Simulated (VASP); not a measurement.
Write the native input for VASP 6.6.1 that does the following.

```yaml
Task: electric field gradients
Functional: PBEsol
Potentials_or_basis: VASP PAW PBE potentials, release 64 (Ti_sv, Au)
Cutoff: 520 eV
k_mesh: 10 × 10 × 10
Occupations: fermi-dirac, width 0.08 eV
Spin: no spin polarisation
Dipole_correction: no
Further_INCAR_settings: ALGO = Normal; EDIFF = 1e-08; NBANDS = 18
```

The structure of TiAu lies in POSCAR:

```
TiAu
1.0
    3.1875731978      0.0000000000      0.0000000000
    0.0000000000      3.1875731978      0.0000000000
    0.0000000000      0.0000000000      3.1875731978
Ti Au
1 1
Direct
    0.5000000000      0.5000000000      0.5000000000
    0.0000000000      0.0000000000      0.0000000000
```

This cell differs from its parent crystal: volume scaled by 0.94.

The input as run:

INCAR

```
PREC = Accurate ; ENCUT = 520
EDIFF = 1E-8 ; ISMEAR = -1
SIGMA = 0.08 ; LREAL = False
LASPH = True ; NELM = 100
ALGO = Normal ; ISIF = 2
LWAVE = False ; LCHARG = False
GGA = PS ; LEFG = True
NBANDS = 18
```

KPOINTS

```
regular mesh
0
Gamma
  10 10 10
```

Potentials or basis: VASP PAW PBE potentials, release 64 (Ti_sv, Au).

Run with:

```console
$ cat potpaw_PBE.64/Ti_sv/POTCAR potpaw_PBE.64/Au/POTCAR > POTCAR
$ mpirun -np 1 vasp_std > vasp.out
```

Results of the run:

- Pressure: 4.8 GPa

Caveat: without QUAD_EFG the Cq values of the log hold for a quadrupole moment of 1 mb, not for the nuclei; the PAW data sets were made with another functional, which shifts forces and pressure a little.

Run time: 14 s on 1 thread of Intel(R) Xeon(R) Platinum 8488C (Sapphire Rapids), on a shared host, peak memory 0.16 GiB.
